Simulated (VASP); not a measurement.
# Sc2Ag7 (a cell with a defect) in VASP: a series of runs

Runs on Sc2Ag7 (a cell with a defect). Level: LDA. Tasks: single point.

All numbers are computed with VASP 6.6.1; they aren't measurements. Logs are shortened: lines on timing, memory, paths and dates and some standing lists are left out, and cuts for length are marked.

### Step 1. The cell of the first run

The cell holds a defect, 9 atoms: a = 8.086 Å, b = 5.042 Å, c = 5.042 Å, α = 99.25°, β = 113.64°, γ = 66.36°.

### Step 2. Single point, LDA

Contents of INCAR:

```
PREC = Accurate ; ENCUT = 520
EDIFF = 1E-6 ; ISMEAR = 1
SIGMA = 0.15 ; LREAL = False
LASPH = True ; NELM = 60
ALGO = Normal ; ISIF = 2
LWAVE = False ; LCHARG = False
NBANDS = 60
```

Contents of KPOINTS:

```
Automatic mesh
0
Gamma
  2 3 3
```

Contents of POSCAR:

```
Sc2Ag7
1.0
    0.0000000000      0.0000000000      8.0863960000
    3.2664780000     -3.2664780000      2.0215990000
    3.2664780000      3.2664780000     -2.0215990000
Ag Sc
7 2
Direct
    0.2031745216      0.7983288116      0.6066590683
    0.1017633883      0.4018174927      0.8027407501
    0.3040388927      0.2012924930      0.4055614334
    0.4008812501      0.6011646183      0.2046164095
    0.7010860088      0.7898684761      0.5975742068
    0.7925017385      0.2093528565      0.3978194557
    0.8997640848      0.6071346570      0.2049142838
   -0.0027520420      0.0051607572      0.0035743391
    0.5009022496     -0.0028568997     -0.0027540366
```

Potentials or basis: VASP PAW LDA potentials, release 64 (Ag, Sc_sv).

On the command line:

```sh
$ cat potpaw_LDA.64/Ag/POTCAR potpaw_LDA.64/Sc_sv/POTCAR > POTCAR
$ mpirun -np 1 vasp_std > vasp.out
```

OUTCAR:

```text
PREC = Accurate
   ENCUT = 520
   EDIFF = 1E-6
   ISMEAR = 1
   LREAL = False
   LASPH = True
   NELM = 60
   ISIF = 2

 ion  position               nearest neighbor table
   1  0.203  0.798  0.607-   9 2.86   2 2.87   4 2.89   7 2.89   4 2.91   3 2.91   8 2.91   3 2.91
                             2 2.93   8 2.95   6 2.97
   2  0.102  0.402  0.803-   1 2.87   5 2.88   4 2.89   3 2.89   9 2.89   8 2.90   7 2.91   7 2.92
                             6 2.93   1 2.93   3 2.93   8 2.94
   3  0.304  0.201  0.406-   4 2.87   2 2.89   9 2.89   5 2.89   9 2.91   1 2.91   1 2.91   8 2.92
                             4 2.92   7 2.92   2 2.93
   4  0.401  0.601  0.205-   6 2.83   5 2.85   3 2.87   1 2.89   2 2.89   9 2.89   1 2.91   8 2.92
                             3 2.92   9 2.95
   5  0.701  0.790  0.598-   6 2.84   4 2.85   7 2.85   2 2.88   9 2.89   3 2.89   8 2.92   6 2.93
                             7 2.93   9 2.93
   6  0.793  0.209  0.398-   4 2.83   5 2.84   9 2.88   8 2.89   7 2.90   7 2.92   5 2.93   2 2.93
                             8 2.95   1 2.97
   7  0.900  0.607  0.205-   5 2.85   9 2.87   8 2.87   1 2.89   6 2.90   2 2.91   2 2.92   6 2.92
                             3 2.92   5 2.93   8 2.93
   8  0.997  0.005  0.004-   7 2.87   6 2.89   2 2.90   1 2.91   4 2.92   3 2.92   5 2.92   7 2.93
                             2 2.94   1 2.95   6 2.95
   9  0.501  0.997  0.997-   1 2.86   7 2.87   6 2.88   5 2.89   3 2.89   2 2.89   4 2.89   3 2.91
                             5 2.93   4 2.95

  LATTYP: Found a base centered monoclinic cell.
 ALAT       =     7.6829007650
 B/A-ratio  =     0.8503241419
 C/A-ratio  =     1.0000000000
 COS(beta)  =    -0.4461022925

  Lattice vectors:

 A1 = (  -3.2664780000,  -3.2664780000,   2.0215990000)
 A2 = (   3.2664780000,  -3.2664780000,   2.0215990000)
 A3 = (   0.0000000000,   6.5329560000,   4.0431980000)

Analysis of symmetry for initial positions (statically):
=====================================================================
 Subroutine PRICEL returns:
 Original cell was already a primitive cell.

 Routine SETGRP: Setting up the symmetry group for a
 base centered monoclinic supercell.

 Subroutine GETGRP returns: Found  1 space group operations
 (whereof  1 operations were pure point group operations)
 out of a pool of  4 trial point group operations.

The static configuration has the point symmetry C_1 .

Analysis of symmetry for dynamics (positions and initial velocities):
=====================================================================
 Subroutine PRICEL returns:
 Original cell was already a primitive cell.

 Routine SETGRP: Setting up the symmetry group for a
 base centered monoclinic supercell.

 Subroutine GETGRP returns: Found  1 space group operations
 (whereof  1 operations were pure point group operations)
 out of a pool of  4 trial point group operations.

The dynamic configuration has the point symmetry C_1 .

 Subroutine INISYM returns: Found  1 space group operations
 (whereof  1 operations are pure point group operations),
 and found     1 'primitive' translations

----------------------------------------------------------------------------------------

                                     Primitive cell

  volume of cell :     172.5617

  direct lattice vectors                    reciprocal lattice vectors
     0.000000000  0.000000000  8.086396000     0.000000000  0.076535033  0.123664485
     3.266478000 -3.266478000  2.021599000     0.153070065 -0.153070065  0.000000000
     3.266478000  3.266478000 -2.021599000     0.153070065  0.153070065  0.000000000

  length of vectors
     8.086396000  5.042481489  5.042481489     0.145432170  0.216473762  0.216473762

  position of ions in fractional coordinates (direct lattice)
     0.203174522  0.798328812  0.606659068
     0.101763388  0.401817493  0.802740750
     0.304038893  0.201292493  0.405561433
     0.400881250  0.601164618  0.204616409
     0.701086009  0.789868476  0.597574207
     0.792501739  0.209352856  0.397819456
     0.899764085  0.607134657  0.204914284
     0.997247958  0.005160757  0.003574339
     0.500902250  0.997143100  0.997245963

  ion indices of the primitive-cell ions
   primitive index   ion index
                 1           1
                 2           2
                 3           3
                 4           4
                 5           5
                 6           6
                 7           7
                 8           8
                 9           9

----------------------------------------------------------------------------------------

 KPOINTS: Automatic mesh

Automatic generation of k-mesh.
 Grid dimensions read from file:
 generate k-points for:    2    3    3

 Generating k-lattice:

  Cartesian coordinates                     Fractional coordinates (reciprocal lattice)
     0.000000000  0.038267516  0.061832243     0.500000000  0.000000000  0.000000000
[... 43 lines left out ...]
   NELM   =     60;   NELMIN=  2; NELMDL= -5     # of ELM steps
   EDIFF  = 0.1E-05   stopping-criterion for ELM
   LREAL  =      F    real-space projection
   EDIFFG = 0.1E-04   stopping-criterion for IOM
   NSW    =      0    number of steps for IOM
   IBRION =     -1    ionic relax: 0-MD 1-quasi-New 2-CG
   NFREE  =      0    steps in history (QN), initial steepest desc. (CG)
   ISIF   =      2    stress and relaxation
   ISYM   =      2    0-nonsym 1-usesym 2-fastsym
   POTIM  = 0.5000    time-step for ionic-motion
   TEBEG  =    0.0;   TEEND  =   0.0 temperature during run
   PSTRESS=    0.0 pullay stress
   NELECT =      99.0000    total number of electrons
   NUPDOWN=      -1.0000    fix difference up-down
   EMIN   =  10.00;   EMAX   =-10.00  energy-range for DOS
   EFERMI =   0.00;   METHOD = LEGACY
   ISMEAR =     1;   SIGMA  =   0.15  broadening in eV -4-tet -1-fermi 0-gaus
   EFERMI_NEDOS =   21; number of points for ismear=-14 and -15
   IALGO  =     38    algorithm
   IMIX   =      4    mixing-type and parameters
     AMIX     =   0.40;   BMIX     =  1.00
     AMIX_MAG =   1.60;   BMIX_MAG =  1.00
  volume/ion in A,a.u.               =      19.17       129.39
  Fermi-wavevector in a.u.,A,eV,Ry     =   1.360312  2.570616 25.176869  1.850448
  Thomas-Fermi vector in A             =   2.486985
   LORBIT       =      0    0 simple, 1 ext, 2 COOP (PROOUT), +10 PAW based schemes
   GGA     = CA    functional components
   LHFCALC =     F    Hartree Fock is set to
   AEXX    =    0.0000 exact exchange contribution
   IVDW    =     0    specifies the selected vdW correction
   LEPSILON=     F    determine dielectric tensor
   LRPA    =     F    only Hartree local field effects (RPA)
 non-spin polarized calculation
 Methfessel and Paxton  Order N= 1 SIGMA  =   0.15
  energy-cutoff  :      520.00
  volume of cell :      172.56
 maximum number of plane-waves:      4658
   NGX = 31   NGY = 19   NGZ = 19

 number of electron      99.0000003 magnetization

 Free energy of the ion-electron system (eV)
  ---------------------------------------------------
  ext. energy  EPLUGINS =         0.00000000
  ---------------------------------------------------
  free energy    TOTEN  =       -40.75198553 eV

  energy without entropy =      -40.76380483  energy(sigma->0) =      -40.75592529

 E-fermi :   6.6863     XC(G=0): -11.6794

 val. band max:        6.5715716809   @ k =   0.5000   0.3333   0.3333
 cond. band min:       6.6962011032   @ k =   0.5000   0.0000  -0.0000
 fundamental gap:      0.1246294223
 Fermi energy:         6.6862653602

 k-point     1 :       0.0000    0.0000    0.0000
  band No.  band energies     occupation
      1     -42.9340      2.00000
      2     -42.7590      2.00000
      3     -21.9341      2.00000
      4     -21.9169      2.00000
      5     -21.8586      2.00000
      6     -21.7637      2.00000
[... 52 lines left out ...]
     59       8.9644     -0.00000
     60       9.4028     -0.00000

 k-point     2 :       0.5000    0.0000   -0.0000
  band No.  band energies     occupation
      1     -42.9340      2.00000
      2     -42.7590      2.00000
      3     -21.9340      2.00000
      4     -21.9168      2.00000
      5     -21.8579      2.00000
      6     -21.7637      2.00000
[... 501 lines left out ...]
      4     -21.9175      2.00000
      5     -21.8585      2.00000
      6     -21.7646      2.00000
[... 52 lines left out ...]
     59       8.8860     -0.00000
     60       9.0108     -0.00000

------------------------ aborting loop because EDIFF is reached ----------------------------------------

  FORCE on cell =-STRESS in cart. coord.  units (eV):
  Direction    XX          YY          ZZ          XY          YZ          ZX
  --------------------------------------------------------------------------------------
  -------------------------------------------------------------------------------------
  Total       -7.6381721     -7.4419437     -5.7995239      0.7067451      0.6939264     -0.2575623
  in kB      -70.9178471    -69.0959330    -53.8466200      6.5618892      6.4428722     -2.3913786
  external PRESSURE =     -64.6201334 kB  Pullay stress =       0.0000000 kB

 VOLUME and BASIS-vectors are now :
 -----------------------------------------------------------------------------
  energy-cutoff  :      520.00
  volume of cell :      172.56
      direct lattice vectors                 reciprocal lattice vectors
     0.000000000  0.000000000  8.086396000     0.000000000  0.076535033  0.123664485
     3.266478000 -3.266478000  2.021599000     0.153070065 -0.153070065  0.000000000
     3.266478000  3.266478000 -2.021599000     0.153070065  0.153070065  0.000000000

 POSITION                                       TOTAL-FORCE (eV/Angst)
 -----------------------------------------------------------------------------------
      4.58936     -0.62608      2.03043        -0.019330      0.007416      0.001995
      3.93466      1.30961      0.01239        -0.004765     -0.008001      0.010517
      1.98227      0.66724      2.04563         0.001850     -0.007093     -0.000122
      2.63207     -1.29532      4.04335         0.015130      0.004851     -0.001736
      4.53205     -0.62813      6.05800        -0.002019      0.000374      0.000095
      1.98332      0.61562      6.02748         0.014016     -0.010658     -0.003231
      2.65254     -1.31384      8.08898         0.000992      0.013523     -0.011611
      0.02853     -0.00518      8.06735        -0.004154      0.004769      0.003201
      6.51463      0.00034      4.05029        -0.001720     -0.005181      0.000892
 -----------------------------------------------------------------------------------
    total drift:                               -0.000238     -0.000674      0.000147

  FREE ENERGIE OF THE ION-ELECTRON SYSTEM (eV)
  ---------------------------------------------------
  free  energy   TOTEN  =       -40.7519855256 eV

  energy  without entropy=      -40.7638048321  energy(sigma->0) =      -40.75592529
```

It took 2.7 min on 1 thread of Intel Xeon 6975P-C, shared host; peak memory 0.27 GiB.

Results:

| Item | Value |
| --- | --- |
| Free energy | -40.7520 eV |
| Pressure | -6.5 GPa |
| Largest force | 0.021 eV/Å |

Forces in eV/Å, atoms in the order of the input:
```
Ag  -0.019  0.007  0.002
Ag  -0.005 -0.008  0.011
Ag   0.002 -0.007  0.000
Ag   0.015  0.005 -0.002
Ag  -0.002  0.000  0.000
Ag   0.014 -0.011 -0.003
Ag   0.001  0.014 -0.012
Sc  -0.004  0.005  0.003
Sc  -0.002 -0.005  0.001
```

Stress tensor (GPa, compression positive):
```
-7.09  0.66 -0.24
 0.66 -6.91  0.64
-0.24  0.64 -5.38
```

Caveat: the k points lie up to 0.46 Å⁻¹ apart.

### Step 3. Single point, LDA

Contents of INCAR:

```
PREC = Accurate ; ENCUT = 520
EDIFF = 1E-6 ; ISMEAR = 1
SIGMA = 0.15 ; LREAL = F
LASPH = T ; NELM = 80
ALGO = Normal ; ISIF = 2
LWAVE = F ; LCHARG = F
NBANDS = 60
```

KPOINTS is that of step 2.

Contents of POSCAR:

```
Sc2Ag7
1.0
    0.0000000000      0.0000000000      8.0863960000
    3.2664780000     -3.2664780000      2.0215990000
    3.2664780000      3.2664780000     -2.0215990000
Ag Sc
7 2
Direct
    0.2150772179      0.7959625015      0.6072794612
    0.0988777011      0.4006807944      0.8077161395
    0.3048355058      0.1950176918      0.4242691976
    0.3879250990      0.5930845088      0.1881624490
    0.6748044440      0.6972072060      0.6526286110
    0.7991103771      0.2122342474      0.3604149485
    0.9127281365      0.6165613238      0.2289548560
   -0.0206713682      0.0096464755     -0.0431740241
    0.5038852283     -0.0090703198      0.0441135682
```

Potentials or basis: VASP PAW LDA potentials, release 64 (Ag, Sc_sv).

On the command line:

```sh
$ cat potpaw_LDA.64/Ag/POTCAR potpaw_LDA.64/Sc_sv/POTCAR > POTCAR
$ mpirun -np 1 vasp_std > vasp.out
```

It took 2.5 min on 1 thread of Intel Xeon 6975P-C, shared host; peak memory 0.28 GiB.

The run converged. Its results:

```
Free energy   : -40.4305 eV
Pressure      : -5.5 GPa
Largest force : 0.491 eV/Å
```

Forces on the atoms (eV/Å):
```
Ag  -0.017  0.028 -0.068
Ag   0.003  0.014 -0.020
Ag  -0.009  0.021 -0.024
Ag   0.001  0.062 -0.016
Ag   0.099 -0.323  0.357
Ag   0.003  0.085 -0.088
Ag  -0.023  0.054 -0.073
Sc   0.004  0.053 -0.052
Sc  -0.061  0.006 -0.016
```

Stress tensor (GPa, compression positive):
```
-4.63  0.54 -0.70
 0.54 -7.45 -0.53
-0.70 -0.53 -4.37
```

Levels at points of the mesh, in eV from the Fermi level:
| k point | band 47 | band 48 | band 49 | band 50 | band 51 | band 52 |
| --- | --- | --- | --- | --- | --- | --- |
| (0.00, 0.00, 0.00) | -1.16 | -0.93 | 0.02 | 0.11 | 0.64 | 1.03 |
| (0.50, 0.00, 0.00) | -0.66 | -0.40 | 0.06 | 0.25 | 0.43 | 0.69 |

Caveat: the k points lie up to 0.46 Å⁻¹ apart.

### Step 4. Single point, LDA

Contents of INCAR:

```
ALGO = Normal ; EDIFF = 1E-7
ENCUT = 520 ; ISIF = 2
ISMEAR = 1 ; LASPH = T
LCHARG = F ; LREAL = F
LWAVE = F ; NBANDS = 60
NELM = 80 ; PREC = Accurate
SIGMA = 0.15
```

Contents of KPOINTS:

```
k-points
0
Gamma
  2 3 3
```

Contents of POSCAR:

```
Sc2Ag7
1.0
    0.0000000000      0.0000000000      8.0863960000
    3.2664780000     -3.2664780000      2.0215990000
    3.2664780000      3.2664780000     -2.0215990000
Ag Sc
7 2
Direct
    0.2219912548      0.7901609930      0.6110261572
    0.0962174179      0.3957921958      0.8066046978
    0.3034991372      0.1940385026      0.4286049072
    0.3803661859      0.5962669885      0.1794645487
    0.6454457759      0.5848482678      0.7097237453
    0.8017862003      0.2250260066      0.3479048382
    0.9203396907      0.6221610860      0.2293958508
   -0.0250600170      0.0080926613     -0.0581376945
    0.5071993746     -0.0050018705      0.0654379120
```

On the command line:

```sh
$ cat potpaw_LDA.64/Ag/POTCAR potpaw_LDA.64/Sc_sv/POTCAR > POTCAR
$ mpirun -np 1 vasp_std > vasp.out
```

Wall time 2.8 min (1 thread of Intel Xeon 6975P-C, shared host); peak memory 0.27 GiB.

The run converged. Its results:

```yaml
Free_energy: -40.1567 eV
Pressure: -4.8 GPa
Largest_force: 0.021 eV/Å
```

Forces in eV/Å, atoms in the order of the input:
```
Ag  -0.005  0.007 -0.003
Ag  -0.002 -0.014  0.001
Ag   0.016 -0.002 -0.004
Ag   0.001 -0.002 -0.004
Ag  -0.011 -0.002  0.004
Ag   0.019 -0.009  0.000
Ag  -0.004  0.016  0.010
Sc  -0.017 -0.001 -0.001
Sc   0.003  0.007 -0.003
```

Stress tensor (GPa, compression positive):
```
-3.27  0.59 -1.21
 0.59 -7.70 -0.63
-1.21 -0.63 -3.49
```

Levels at points of the mesh, in eV from the Fermi level:
```
           k point  band 45  band 46  band 47  band 48  band 49  band 50  band 51  band 52  band 53  band 54
(0.00, 0.00, 0.00)    -2.97    -2.33    -1.08    -0.79     0.04     0.33     0.52     0.98     1.21     1.33
(0.50, 0.00, 0.00)    -3.43    -1.09    -0.61    -0.47     0.06     0.28     0.52     0.63     1.04     1.22
```

Caveat: the k points lie up to 0.46 Å⁻¹ apart.

### Step 5. Single point, LDA

Contents of INCAR:

```
SYSTEM = Sc2Ag7
  PREC = Accurate
  ENCUT = 520
  EDIFF = 1E-6
  ISMEAR = 1
  SIGMA = 0.15
  LREAL = .False.
  LASPH = .True.
  NELM = 60
  ALGO = Normal
  ISIF = 2
  LWAVE = .False.
  LCHARG = .True.
  GGA = CA
  LELF = .True.
  LVHAR = .True.
  NBANDS = 60
```

Contents of KPOINTS:

```
regular mesh
0
Gamma
  2 3 3
  0 0 0
```

Contents of POSCAR:

```
Sc2Ag7
1.0
    0.0000000000      0.0000000000      8.0863960000
    3.2664780000     -3.2664780000      2.0215990000
    3.2664780000      3.2664780000     -2.0215990000
Ag Sc
7 2
Direct
    0.2121966918      0.7925868474      0.6044276129
    0.0983354628      0.3917509930      0.8081725945
    0.3028452306      0.1956160427      0.4226321132
    0.3873734314      0.6001268032      0.1846784212
    0.6226283480      0.4886460279      0.7547454782
    0.7988601125      0.2266059958      0.3644915104
    0.9134323294      0.6145982003      0.2196541657
   -0.0152200938      0.0015176897     -0.0356403747
    0.5065459863     -0.0000030614      0.0465231972
```

On the command line:

```sh
$ cat potpaw_LDA.64/Ag/POTCAR potpaw_LDA.64/Sc_sv/POTCAR > POTCAR
$ mpirun -np 1 vasp_std > vasp.out
```

It took 2.3 min on 1 thread of Intel Xeon 6975P-C, shared host; peak memory 0.28 GiB.

The run converged. Its results:

```yaml
Free_energy: -40.4185 eV
Pressure: -5.7 GPa
Largest_force: 0.595 eV/Å
```

Forces on the atoms (eV/Å):
```
Ag  -0.005 -0.079 -0.011
Ag   0.010 -0.042  0.061
Ag   0.015 -0.086  0.073
Ag   0.044 -0.054  0.105
Ag  -0.165  0.394 -0.414
Ag   0.096 -0.011 -0.005
Ag  -0.033 -0.039  0.013
Sc   0.058  0.048  0.070
Sc  -0.020 -0.131  0.109
```

Stress tensor (GPa, compression positive):
```
-5.52 -0.32 -0.89
-0.32 -7.11 -0.02
-0.89 -0.02 -4.39
```

Levels at points of the mesh, in eV from the Fermi level:
| k point | band 47 | band 48 | band 49 | band 50 | band 51 | band 52 |
| --- | --- | --- | --- | --- | --- | --- |
| (0.00, 0.00, 0.00) | -1.02 | -0.70 | -0.05 | 0.38 | 0.87 | 0.99 |
| (0.50, 0.00, 0.00) | -0.64 | -0.45 | 0.11 | 0.32 | 0.58 | 0.85 |

Caveat: the k points lie up to 0.46 Å⁻¹ apart.

### Step 6. Single point, LDA

Contents of INCAR:

```
SYSTEM = Sc2Ag7
  PREC = Accurate
  ENCUT = 520
  EDIFF = 1E-7
  ISMEAR = 1
  SIGMA = 0.15
  LREAL = .FALSE.
  LASPH = .TRUE.
  NELM = 60
  ALGO = Normal
  ISIF = 2
  LWAVE = .FALSE.
  LCHARG = .TRUE.
  GGA = CA
  LELF = .TRUE.
  LVHAR = .TRUE.
  NBANDS = 60
```

Contents of KPOINTS:

```
regular mesh
0
G
  2 3 3
  0 0 0
```

Contents of POSCAR:

```
Sc2Ag7
1.0
    0.0000000000      0.0000000000      8.0863960000
    3.2664780000     -3.2664780000      2.0215990000
    3.2664780000      3.2664780000     -2.0215990000
Ag Sc
7 2
Direct
    0.2004520236      0.7990583436      0.6011953854
    0.0999589739      0.3953476803      0.8038316805
    0.3005783897      0.2014772486      0.4033901346
    0.4006457772      0.6026403668      0.2059669467
    0.6016635952      0.4054913274      0.7946897239
    0.7974803052      0.2109870325      0.3993703616
    0.9012925305      0.6001153230      0.2063603367
   -0.0043826895     -0.0031800306     -0.0038924187
    0.5045209954     -0.0004310453      0.0084320176
```

Potentials or basis: VASP PAW LDA potentials, release 64 (Ag, Sc_sv).

On the command line:

```sh
$ cat potpaw_LDA.64/Ag/POTCAR potpaw_LDA.64/Sc_sv/POTCAR > POTCAR
$ mpirun -np 1 vasp_std > vasp.out
```

Wall time 2.6 min (1 thread of Intel Xeon 6975P-C, shared host); peak memory 0.27 GiB.

It converged, with:

```
Free energy   : -40.7304 eV
Pressure      : -6.4 GPa
Largest force : 0.017 eV/Å
```

Forces on the atoms (eV/Å):
```
Ag  -0.010  0.007  0.004
Ag  -0.002  0.000 -0.001
Ag   0.011 -0.013 -0.001
Ag  -0.003 -0.004 -0.007
Ag  -0.003  0.000 -0.002
Ag   0.013 -0.004  0.006
Ag  -0.001  0.016 -0.002
Sc  -0.007  0.001  0.002
Sc   0.003 -0.004  0.002
```

Stress tensor (GPa, compression positive):
```
-7.48 -0.49 -0.32
-0.49 -6.57  0.57
-0.32  0.57 -5.18
```

Levels at points of the mesh, in eV from the Fermi level:
```
           k point  band 46  band 47  band 48  band 49  band 50  band 51  band 52  band 53
(0.00, 0.00, 0.00)    -2.28    -1.08    -0.62    -0.03     0.38     0.86     1.17     1.37
(0.50, 0.00, 0.00)    -0.84    -0.69    -0.36    -0.07     0.51     0.58     0.98     1.09
```

Caveat: the k points lie up to 0.46 Å⁻¹ apart.
